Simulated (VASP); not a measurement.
Rb, 1 atom in the cell. The structure is cubic, space group Im-3m (No. 229). The conventional cell has a = 5.673 Å, b = 5.673 Å, c = 5.673 Å, α = 90.00°, β = 90.00°, γ = 90.00°. 

| Property | Result |
| --- | --- |
| Program | VASP 6.6.1 |
| Task | single point |
| Functional | PBE |
| Potentials or basis | VASP PAW PBE potentials, release 64 (Rb_sv) |
| Cutoff | 500 eV |
| k mesh | 4 × 4 × 4 |
| Occupations | fermi-dirac, width 0.1 eV |
| Spin | no spin polarisation |
| Dipole correction | no |
| Further INCAR settings | ALGO = Normal; EDIFF = 1e-06; NBANDS = 10 |

Potentials or basis: VASP PAW PBE potentials, release 64 (Rb_sv).

Command:

```bash
$ cat potpaw_PBE.64/Rb_sv/POTCAR > POTCAR
$ mpirun -np 1 vasp_std > vasp.out
```

Hardware: 1 thread of Intel(R) Xeon(R) 6975P-C (Granite Rapids) (shared host).

**Question.** How long does it take, and how much memory?

**Answer.** It took 4.7 s on 1 thread of Intel(R) Xeon(R) 6975P-C (Granite Rapids), on a shared host, peak memory 0.19 GiB. Counts: scf iterations 10, k points 8.
